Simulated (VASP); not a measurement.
# SiC (P6_3mc) in VASP: single point with HSE06

Aim: the single point of SiC with HSE06.

Program: VASP 6.6.1. These are calculated values, not measurements. Logs are shortened: lines on timing, memory, paths and dates and some standing lists are left out, and cuts for length are marked.

### 1 The cell of the first run

The structure is hexagonal, space group P6_3mc (No. 186). Conventional cell: a = 3.095 Å, b = 3.095 Å, c = 15.187 Å, α = 90.00°, β = 90.00°, γ = 120.00°. Within 2.5 Å of Si (site symmetry 3m) lie 4 C at 1.89 to 1.90 Å. Within 2.5 Å of Si (site symmetry 3m) lie 4 C at 1.89 to 1.90 Å. Within 2.5 Å of Si (site symmetry 3m) lie 4 C at 1.90 Å. C (site symmetry 3m) has 4 Si at 1.89 to 1.90 Å within 2.5 Å. Within 2.5 Å of C (site symmetry 3m) lie 4 Si at 1.89 to 1.90 Å. C (site symmetry 3m) has 4 Si at 1.90 Å within 2.5 Å.

### 2 Single point, HSE06

POSCAR

```
SiC
1.0
    3.0950009627      0.0000000029      0.0000000000
   -1.5475004839      2.6803494570      0.0000000000
    0.0000000000      0.0000000000     15.1865790416
Si C
6 6
Direct
    0.3333333333      0.6666666667      0.8329928118
    0.6666666667      0.3333333333      0.3329928118
    0.6666666667      0.3333333333      0.6665013375
    0.3333333333      0.6666666667      0.1665013375
    0.0000000000      0.0000000000      0.4997231285
    0.0000000000      0.0000000000      0.9997231285
    0.0000000000      0.0000000000      0.8743712410
    0.0000000000      0.0000000000      0.3743712410
    0.3333333333      0.6666666667      0.7079990927
    0.6666666667      0.3333333333      0.2079990927
    0.6666666667      0.3333333333      0.5415133885
    0.3333333333      0.6666666667      0.0415133885
```

INCAR.step1

```
PREC = Accurate
ENCUT = 520
EDIFF = 1E-5
ISMEAR = 0
SIGMA = 0.01
LREAL = F
LASPH = T
NELM = 60
ALGO = Normal
ISIF = 2
LWAVE = T
LCHARG = F
GGA = PE
NBANDS = 36
```

INCAR.step2

```
PREC = Accurate
ENCUT = 520
EDIFF = 1E-6
ISMEAR = 0
SIGMA = 0.01
LREAL = F
LASPH = T
NELM = 60
ALGO = Normal
ISIF = 2
LWAVE = F
LCHARG = F
GGA = PE
LHFCALC = T
HFSCREEN = 0.2079
PRECFOCK = Fast
ISTART = 1
NBANDS = 36
```

KPOINTS

```
regular mesh
0
Gamma
  6 6 1
```

Potentials or basis: VASP PAW PBE potentials, release 64 (Si, C).

Run with:

```
$ cat potpaw_PBE.64/Si/POTCAR potpaw_PBE.64/C/POTCAR > POTCAR
$ cp INCAR.step1 INCAR
$ mpirun -np 1 vasp_std > vasp.out
$ cp INCAR.step2 INCAR
$ mpirun -np 1 vasp_std > vasp.out
```

OUTCAR:

```text
PREC = Accurate
   ENCUT = 520
   EDIFF = 1E-6
   ISMEAR = 0
   LREAL = F
   LASPH = T
   NELM = 60
   ISIF = 2
   GGA = PE
   LHFCALC = T
   HFSCREEN = 0.2079
   PRECFOCK = Fast
   ISTART = 1

 ion  position               nearest neighbor table
   1  0.333  0.667  0.833-   7 1.89   7 1.89   7 1.89   9 1.90   3 3.10   3 3.10   3 3.10   6 3.10
                             6 3.10   6 3.10
   2  0.667  0.333  0.333-   8 1.89   8 1.89   8 1.89  10 1.90   4 3.10   4 3.10   4 3.10   5 3.10
                             5 3.10   5 3.10
   3  0.667  0.333  0.667-   9 1.89   9 1.89   9 1.89  11 1.90   1 3.10   1 3.10   1 3.10   5 3.10
                             5 3.10   5 3.10
   4  0.333  0.667  0.167-  10 1.89  10 1.89  10 1.89  12 1.90   2 3.10   2 3.10   2 3.10   6 3.10
                             6 3.10   6 3.10
   5  0.000  0.000  0.500-  11 1.90  11 1.90  11 1.90   8 1.90   2 3.10   2 3.10   2 3.10   3 3.10
                             3 3.10   3 3.10
   6  0.000  0.000  1.000-  12 1.90  12 1.90  12 1.90   7 1.90   1 3.10   1 3.10   1 3.10   4 3.10
                             4 3.10   4 3.10
   7  0.000  0.000  0.874-   1 1.89   1 1.89   1 1.89   6 1.90
   8  0.000  0.000  0.374-   2 1.89   2 1.89   2 1.89   5 1.90
   9  0.333  0.667  0.708-   3 1.89   3 1.89   3 1.89   1 1.90
  10  0.667  0.333  0.208-   4 1.89   4 1.89   4 1.89   2 1.90
  11  0.667  0.333  0.542-   5 1.90   5 1.90   5 1.90   3 1.90
  12  0.333  0.667  0.042-   6 1.90   6 1.90   6 1.90   4 1.90

  LATTYP: Found a hexagonal cell.
 ALAT       =     3.0950009627
 C/A-ratio  =     4.9068091495

  Lattice vectors:

 A1 = (   3.0950009627,   0.0000000029,   0.0000000000)
 A2 = (  -1.5475004839,   2.6803494570,   0.0000000000)
 A3 = (   0.0000000000,   0.0000000000,  15.1865790416)

Analysis of symmetry for initial positions (statically):
=====================================================================
 Subroutine PRICEL returns:
 Original cell was already a primitive cell.

 Routine SETGRP: Setting up the symmetry group for a
 hexagonal supercell.

 Subroutine GETGRP returns: Found 12 space group operations
 (whereof  6 operations were pure point group operations)
 out of a pool of 24 trial point group operations.

The static configuration has the point symmetry C_3v.
 The point group associated with its full space group is C_6v.

Analysis of symmetry for dynamics (positions and initial velocities):
=====================================================================
 Subroutine PRICEL returns:
 Original cell was already a primitive cell.

 Routine SETGRP: Setting up the symmetry group for a
 hexagonal supercell.

 Subroutine GETGRP returns: Found 12 space group operations
 (whereof  6 operations were pure point group operations)
 out of a pool of 24 trial point group operations.

The dynamic configuration has the point symmetry C_3v.
 The point group associated with its full space group is C_6v.

 Subroutine INISYM returns: Found 12 space group operations
 (whereof  6 operations are pure point group operations),
 and found     1 'primitive' translations

----------------------------------------------------------------------------------------

                                     Primitive cell

  volume of cell :     125.9831

  direct lattice vectors                    reciprocal lattice vectors
     3.095000963  0.000000003  0.000000000     0.323101676  0.186542840  0.000000000
    -1.547500484  2.680349457  0.000000000    -0.000000000  0.373085680  0.000000000
     0.000000000  0.000000000 15.186579042     0.000000000  0.000000000  0.065847614

  length of vectors
     3.095000963  3.095000963 15.186579042     0.373085680  0.373085680  0.065847614

  position of ions in fractional coordinates (direct lattice)
     0.333333333  0.666666667  0.832992812
     0.666666667  0.333333333  0.332992812
     0.666666667  0.333333333  0.666501338
     0.333333333  0.666666667  0.166501338
     0.000000000  0.000000000  0.499723129
     0.000000000  0.000000000  0.999723129
     0.000000000  0.000000000  0.874371241
     0.000000000  0.000000000  0.374371241
     0.333333333  0.666666667  0.707999093
     0.666666667  0.333333333  0.207999093
     0.666666667  0.333333333  0.541513389
     0.333333333  0.666666667  0.041513389

  ion indices of the primitive-cell ions
   primitive index   ion index
                 1           1
                 2           2
                 3           3
                 4           4
                 5           5
                 6           6
                 7           7
                 8           8
                 9           9
                10          10
                11          11
                12          12

----------------------------------------------------------------------------------------

 KPOINTS: regular mesh

Automatic generation of k-mesh.
 Grid dimensions read from file:
 generate k-points for:    6    6    1

 Generating k-lattice:

  Cartesian coordinates                     Fractional coordinates (reciprocal lattice)
     0.053850279  0.031090473  0.000000000     0.166666667 -0.000000000  0.000000000
    -0.000000000  0.062180947  0.000000000     0.000000000  0.166666667  0.000000000
     0.000000000  0.000000000  0.065847614     0.000000000  0.000000000  1.000000000

  Length of vectors
     0.062180947  0.062180947  0.065847614

  Shift w.r.t. Gamma in fractional coordinates (k-lattice)
     0.000000000  0.000000000  0.000000000

 Subroutine IBZKPT returns following result:
 ===========================================

 Found      7 irreducible k-points:

 Following reciprocal coordinates:
            Coordinates               Weight
  0.000000  0.000000  0.000000      1.000000
  0.166667  0.000000  0.000000      6.000000
  0.333333  0.000000  0.000000      6.000000
  0.500000  0.000000  0.000000      3.000000
  0.166667  0.166667  0.000000      6.000000
  0.333333  0.166667  0.000000     12.000000
  0.333333  0.333333  0.000000      2.000000
   k-points           NKPTS =      7   k-points in BZ     NKDIM =     36   number of bands    NBANDS=     36
   number of dos      NEDOS =    301   number of ions     NIONS =     12
   total plane-waves  NPLWV =  69120
   dimension x,y,z NGX =    24 NGY =   24 NGZ =  120
   dimension x,y,z NGXF=    48 NGYF=   48 NGZF=  240
   ions per type =               6   6
   NGX,Y,Z   is equivalent  to a cutoff of  12.89, 12.89, 13.14 a.u.
   NGXF,Y,Z  is equivalent  to a cutoff of  25.78, 25.78, 26.27 a.u.
 SYSTEM =  unknown system
   PREC   = accura    normal or accurate (medium, high low for compatibility)
   ISTART =      1    job   : 0-new  1-cont  2-samecut
   ICHARG =      0    charge: 1-file 2-atom 10-const
   ISPIN  =      1    spin polarized calculation?
   LNONCOLLINEAR =      F non collinear calculations
   LSORBIT =      F    spin-orbit coupling
   LASPH  =      T    aspherical Exc in radial PAW
   ENCUT  =  520.0 eV  38.22 Ry    6.18 a.u.   5.75  5.75 28.24*2*pi/ulx,y,z
   NELM   =     60;   NELMIN=  2; NELMDL=  0     # of ELM steps
   EDIFF  = 0.1E-05   stopping-criterion for ELM
   LREAL  =      F    real-space projection
   EDIFFG = 0.1E-04   stopping-criterion for IOM
   NSW    =      0    number of steps for IOM
   IBRION =     -1    ionic relax: 0-MD 1-quasi-New 2-CG
   NFREE  =      0    steps in history (QN), initial steepest desc. (CG)
   ISIF   =      2    stress and relaxation
   ISYM   =      3    0-nonsym 1-usesym 2-fastsym
   POTIM  = 0.5000    time-step for ionic-motion
   TEBEG  =    0.0;   TEEND  =   0.0 temperature during run
   PSTRESS=    0.0 pullay stress
   NELECT =      48.0000    total number of electrons
   NUPDOWN=      -1.0000    fix difference up-down
   EMIN   =  10.00;   EMAX   =-10.00  energy-range for DOS
   EFERMI =   0.00;   METHOD = LEGACY
   ISMEAR =     0;   SIGMA  =   0.01  broadening in eV -4-tet -1-fermi 0-gaus
   EFERMI_NEDOS =   21; number of points for ismear=-14 and -15
   IALGO  =     38    algorithm
   IMIX   =      1    mixing-type and parameters
     AMIX     =   0.40;   BMIX     =  1.00
     AMIX_MAG =   1.60;   BMIX_MAG =  1.00
  volume/ion in A,a.u.               =      10.50        70.85
  Fermi-wavevector in a.u.,A,eV,Ry     =   1.186819  2.242763 19.164344  1.408540
  Thomas-Fermi vector in A             =   2.322984
   LORBIT       =      0    0 simple, 1 ext, 2 COOP (PROOUT), +10 PAW based schemes
   GGA     = PE    functional components
   LHFCALC =     T    Hartree Fock is set to
   PRECFOCK=fast      Normal, Fast or Accurate (Low or Medium for compatibility)
   ENCUT4O =  -1.0   cutoff for four orbital integrals eV
   NKREDX  =     1    reduce k-point grid by
   NKREDY  =     1    reduce k-point grid by
   NKREDZ  =     1    reduce k-point grid by
   AEXX    =    0.2500 exact exchange contribution
   HFSCREEN=    0.2079 screening length (either q_TF or 0.3 A-1)
   HFSCREENC=   0.2079 screening length for correlation (either q_TF or 0.3 A-1)
   ENCUTFOCK=  -1.0 apply spherical cutoff to Coloumb kernel
   IVDW    =     0    specifies the selected vdW correction
   LEPSILON=     F    determine dielectric tensor
   LRPA    =     F    only Hartree local field effects (RPA)
 non-spin polarized calculation
 Gauss-broadening in eV      SIGMA  =   0.01
  energy-cutoff  :      520.00
  volume of cell :      125.98
 maximum number of plane-waves:      3444
 NGX is ok and might be reduce to    24
  NGX = 14; NGY = 14; NGZ = 70

 number of electron      48.0000002 magnetization

 Free energy of the ion-electron system (eV)
  ---------------------------------------------------
  ext. energy  EPLUGINS =         0.00000000
  ---------------------------------------------------
  free energy    TOTEN  =      -104.48096446 eV

  energy without entropy =     -104.48096446  energy(sigma->0) =     -104.48096446

 E-fermi :   7.4572     XC(G=0):  -9.3056

 val. band max:        7.3865585369   @ k =   0.0000   0.0000   0.0000
 cond. band min:      10.3050048495   @ k =   0.5000   0.0000   0.0000
 fundamental gap:      2.9184463126
 Fermi energy:         7.4571710226

 k-point     1 :       0.0000    0.0000    0.0000
  band No.  band energies     occupation
      1      -9.5381      2.00000
      2      -8.9761      2.00000
      3      -8.9418      2.00000
      4      -7.3377      2.00000
      5      -7.3103      2.00000
      6      -5.7462      2.00000
[... 28 lines left out ...]
     35      15.9203      0.00000
     36      16.0217      0.00000

 k-point     2 :       0.1667    0.0000    0.0000
  band No.  band energies     occupation
      1      -9.0229      2.00000
      2      -8.4692      2.00000
      3      -8.4329      2.00000
      4      -6.8583      2.00000
      5      -6.8303      2.00000
      6      -5.3209      2.00000
[... 28 lines left out ...]
     35      16.2231      0.00000
     36      16.6028      0.00000

 k-point     3 :       0.3333    0.0000    0.0000
  band No.  band energies     occupation
      1      -7.5464      2.00000
      2      -7.0347      2.00000
      3      -6.9871      2.00000
      4      -5.5719      2.00000
      5      -5.5408      2.00000
      6      -4.3290      2.00000
[... 28 lines left out ...]
     35      16.3186      0.00000
     36      16.5413      0.00000

 k-point     4 :       0.5000    0.0000    0.0000
  band No.  band energies     occupation
      1      -5.8477      2.00000
      2      -5.6614      2.00000
      3      -5.4642      2.00000
      4      -4.8961      2.00000
      5      -4.7647      2.00000
      6      -4.2623      2.00000
[... 28 lines left out ...]
     35      15.7616      0.00000
     36      16.4292      0.00000

 k-point     5 :       0.1667    0.1667    0.0000
  band No.  band energies     occupation
      1      -8.0222      2.00000
      2      -7.4915      2.00000
      3      -7.4495      2.00000
      4      -5.9609      2.00000
      5      -5.9307      2.00000
      6      -4.5820      2.00000
[... 28 lines left out ...]
     35      16.4129      0.00000
     36      16.4173      0.00000

 k-point     6 :       0.3333    0.1667    0.0000
  band No.  band energies     occupation
      1      -6.2290      2.00000
      2      -5.8147      2.00000
      3      -5.7426      2.00000
      4      -4.7126      2.00000
      5      -4.6863      2.00000
      6      -4.0331      2.00000
[... 28 lines left out ...]
     35      16.3364      0.00000
     36      16.8147      0.00000

 k-point     7 :       0.3333    0.3333    0.0000
  band No.  band energies     occupation
      1      -4.7002      2.00000
      2      -4.7002      2.00000
      3      -4.5793      2.00000
      4      -4.5638      2.00000
      5      -4.5272      2.00000
      6      -4.5272      2.00000
[... 28 lines left out ...]
     35      17.9512      0.00000
     36      17.9512      0.00000

------------------------ aborting loop because EDIFF is reached ----------------------------------------

  FORCE on cell =-STRESS in cart. coord.  units (eV):
  Direction    XX          YY          ZZ          XY          YZ          ZX
  --------------------------------------------------------------------------------------
  -------------------------------------------------------------------------------------
  Total       -3.9351390     -3.9351390     -4.0589733      0.0000000     -0.0000000      0.0000000
  in kB      -50.0447472    -50.0447472    -51.6195971      0.0000000     -0.0000000      0.0000000
  external PRESSURE =     -50.5696971 kB  Pullay stress =       0.0000000 kB

 VOLUME and BASIS-vectors are now :
 -----------------------------------------------------------------------------
  energy-cutoff  :      520.00
  volume of cell :      125.98
      direct lattice vectors                 reciprocal lattice vectors
     3.095000963  0.000000003  0.000000000     0.323101676  0.186542840  0.000000000
    -1.547500484  2.680349457  0.000000000    -0.000000000  0.373085680  0.000000000
     0.000000000  0.000000000 15.186579042     0.000000000  0.000000000  0.065847614

 POSITION                                       TOTAL-FORCE (eV/Angst)
 -----------------------------------------------------------------------------------
     -0.00000      1.78690     12.65031        -0.000000      0.000000      0.007259
      1.54750      0.89345      5.05702        -0.000000      0.000000      0.007259
      1.54750      0.89345     10.12188        -0.000000      0.000000     -0.002604
     -0.00000      1.78690      2.52859         0.000000      0.000000     -0.002604
      0.00000      0.00000      7.58908         0.000000      0.000000      0.016997
      0.00000      0.00000     15.18237        -0.000000      0.000000      0.016997
      0.00000      0.00000     13.27871        -0.000000     -0.000000     -0.018777
      0.00000      0.00000      5.68542        -0.000000      0.000000     -0.018777
     -0.00000      1.78690     10.75208         0.000000     -0.000000      0.000273
      1.54750      0.89345      3.15879        -0.000000      0.000000      0.000273
      1.54750      0.89345      8.22374        -0.000000     -0.000000     -0.003148
     -0.00000      1.78690      0.63045         0.000000      0.000000     -0.003148
 -----------------------------------------------------------------------------------
    total drift:                               -0.000001      0.000003     -0.000494

  FREE ENERGIE OF THE ION-ELECTRON SYSTEM (eV)
  ---------------------------------------------------
  free  energy   TOTEN  =      -104.4809644621 eV

  energy  without entropy=     -104.4809644621  energy(sigma->0) =     -104.48096446
```

Run time: 37 min. Hardware: 1 thread of Oxide Virtual Turin-like, shared host; peak memory 0.33 GiB.

Results:

- Free energy: -104.4810 eV
- Pressure: -5.1 GPa
- Largest force: 0.019 eV/Å
- Band gap on the k mesh: 2.92 eV (least direct gap 4.13 eV)

Forces in eV/Å, atoms in the order of the input:
```
Si   0.000  0.000  0.007
Si   0.000  0.000  0.007
Si   0.000  0.000 -0.003
Si   0.000  0.000 -0.003
Si   0.000  0.000  0.017
Si   0.000  0.000  0.017
C    0.000  0.000 -0.019
C    0.000  0.000 -0.019
C    0.000  0.000  0.000
C    0.000  0.000  0.000
C    0.000  0.000 -0.003
C    0.000  0.000 -0.003
```

Stress tensor (GPa, compression positive):
```
-5.00  0.00  0.00
 0.00 -5.00  0.00
 0.00  0.00 -5.16
```

Levels at points of the mesh, in eV from the valence-band top:
```csv
k point,band 20,band 21,band 22,band 23,band 24,band 25,band 26,band 27,band 28,band 29
"(0.00, 0.00, 0.00)",-0.33,-0.33,-0.03,0.00,0.00,6.23,6.41,6.83,7.37,7.42
"(0.50, 0.00, 0.00)",-2.42,-1.97,-1.95,-1.77,-1.21,2.92,3.12,4.18,4.90,5.62
```

Caveat: the cell stands under tension; the PAW data sets were made with another functional, which shifts forces and pressure a little. A k mesh can miss the band edges.
